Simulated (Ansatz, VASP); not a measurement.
# B2AsH2 in VASP and in Ansatz

The input INCAR:

```
  PREC = Accurate
  ENCUT = 520
  EDIFF = 1E-6
  ISMEAR = 0
  SIGMA = 0.1
  LREAL = F
  LASPH = T
  NELM = 60
  ALGO = Normal
  ISIF = 2
  LWAVE = F
  LCHARG = F
  GGA = PE
  NBANDS = 14
```

The input KPOINTS:

```
Automatic mesh
0
Gamma
  6 6 4
```

POSCAR

```
B2AsH2
1.0
    4.0227658200      0.0000000000      0.0000000000
   -2.0113829100      3.4838174000      0.0000000000
    0.0000000000      0.0000000000      4.0667673700
B H As
2 2 1
Direct
    0.3333333300      0.6666666700      0.7782377000
    0.6666666700      0.3333333300      0.2217623000
    0.0000000000      0.0000000000      0.8778865300
    0.0000000000      0.0000000000      0.1221134700
    0.0000000000      0.0000000000      0.5000000000
```

Input for Ansatz:

```yaml
crystal:
  lattice:
    - [4.02276582, 0.0, 0.0]
    - [-2.01138291, 3.4838174, 0.0]
    - [0.0, 0.0, 4.06676737]
  atoms:
    - { symbol: B, position: [0.33333333, 0.66666667, 0.7782377] }
    - { symbol: B, position: [0.66666667, 0.33333333, 0.2217623] }
    - { symbol: H, position: [0.0, 0.0, 0.87788653] }
    - { symbol: H, position: [0.0, 0.0, 0.12211347] }
    - { symbol: As, position: [0.0, 0.0, 0.5] }
basis:
  ecutwfc: 420
kpoints:
  mp_grid: { grid: [6, 6, 4] }
hamiltonian:
  xc: pbe
scf:
  occupations: { method: gaussian, width: 0.1 }
  lower_state_search: "off"
output:
  forces: true
  stress: true
  eigenvalues: true
```

Change from the starting cell: species swapped into the K2PtC2 type (P-3m1, No. 164).

Alike in both runs: task single point; functional PBE; k mesh 6 × 6 × 4; occupations gaussian, width 0.1 eV; no spin polarisation.

|  | VASP | Ansatz |
| --- | --- | --- |
| version | VASP 6.6.1 | Ansatz 0.2.0 |
| potentials or method | VASP PAW PBE potentials, release 64 (B, H, As), cutoff 520 eV | scalar-relativistic, plane waves, PAW |
| valence electrons in the cell | 13 | 23 |

VASP gave:

```
gap on the k mesh at the Fermi level (eV)                     : none
pressure (GPa)                                                : -3.1
traceless stress, the component that is largest in VASP (GPa) : 15.50
rms of the force components (eV/Å)                            : 0.788
```

Problem. Estimate Ansatz's values.

Solution. gap on the k mesh at the Fermi level (eV): none; pressure (GPa): -3.2; traceless stress, the component that is largest in VASP (GPa): 15.16; rms of the force components (eV/Å): 0.763.

Atom by atom the forces differ by 0.027 eV/Å (rms over components). A gap of «none» marks a metal or a gap that the smearing closes. VASP's potentials hold 13 valence electrons a cell and Ansatz's 23, so a difference there can come from the potentials and not from the codes.

The k mesh is coarse, so the values compare programs but aren't converged.
